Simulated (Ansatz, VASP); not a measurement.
One calculation of NaB, two programs

```xyz
2
Lattice="0.0000 2.6024 2.6024 2.6024 0.0000 2.6024 2.6024 2.6024 0.0000" Properties=species:S:1:pos:R:3 pbc="T T T"
Na    0.0000    0.0000    0.0000
B     2.6024    2.6024    2.6024
```

Alike in both runs: functional LDA; k mesh 9 × 9 × 9; no spin polarisation.

Ansatz relaxed the structure, and its values are those at the end. VASP's run is a single point on that final structure, the one shown.

|  | VASP | Ansatz |
| --- | --- | --- |
| version | VASP 6.6.1 | Ansatz 0.2.0 |
| potentials or method | VASP PAW LDA potentials, release 64 (Na_pv, B) | plane waves, PAW |
| plane-wave cutoff (eV) | 520 | 420 |
| occupations | fermi-dirac, width 0.1 eV | fermi-dirac |
| valence electrons in the cell | 10 | 12 |

|  | VASP | Ansatz | Ansatz less VASP |
| --- | --- | --- | --- |
| pressure (GPa) | 0.0 | 0.0 | -0.04 |

LDA's correlation is that of Perdew and Zunger in VASP and of Perdew and Wang (1992) in Ansatz. VASP's potentials hold 10 valence electrons a cell and Ansatz's 12, so a difference there can come from the potentials and not from the codes.
